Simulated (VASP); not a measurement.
Input of a VASP 6.6.1 run:

Contents of INCAR:

```
PREC     = Accurate       # precision mode
ENCUT    = 600            # plane-wave cutoff, eV
EDIFF    = 1E-7           # SCF threshold, eV
ISMEAR   = 0              # smearing method
SIGMA    = 0.02           # smearing width, eV
LREAL    = False          # projectors in reciprocal space
LASPH    = True           # aspherical terms in the spheres
NELM     = 60             # most SCF steps
ALGO     = Normal         # electronic algorithm
ISIF     = 3              # what is computed and relaxed
LWAVE    = False          # write WAVECAR
LCHARG   = False          # write CHGCAR
GGA      = PS             # functional
IBRION   = 2              # ionic algorithm
NSW      = 100            # ionic steps
EDIFFG   = -0.005         # ionic threshold
```

The input KPOINTS:

```
Automatic mesh
0
Gamma
  12 12 6
```

POSCAR

```
ZnO
1.0
    3.2493080000      0.0000000000      0.0000000000
   -1.6246540000      2.8139832727      0.0000000000
    0.0000000000      0.0000000000      5.2057090000
Zn O
2 2
Direct
    0.3333333333      0.6666666667      0.5000000000
    0.6666666667      0.3333333333      0.0000000000
    0.6666666667      0.3333333333      0.3790100000
    0.3333333333      0.6666666667      0.8790100000
```

Potentials or basis: VASP PAW PBE potentials, release 64 (Zn, O).

Command:

```bash
$ cat potpaw_PBE.64/Zn/POTCAR potpaw_PBE.64/O/POTCAR > POTCAR
$ mpirun -np 1 vasp_std > vasp.out
```

(1) Estimate the band gap on the k mesh.

(2) Estimate the space group after relaxing (to 0.1 Å).

(3) Estimate the relaxed cell.

(4) Estimate the relaxed volume.

## Answers

(1) 0.68 eV.

(2) P6_3mc (No. 186).

(3) a = 3.237 Å, b = 3.237 Å, c = 5.222 Å, α = 90.00°, β = 90.00°, γ = 120.00°.

(4) 11.84 Å³/atom.

Caveat: the PAW data sets were made with another functional, which shifts forces and pressure a little.
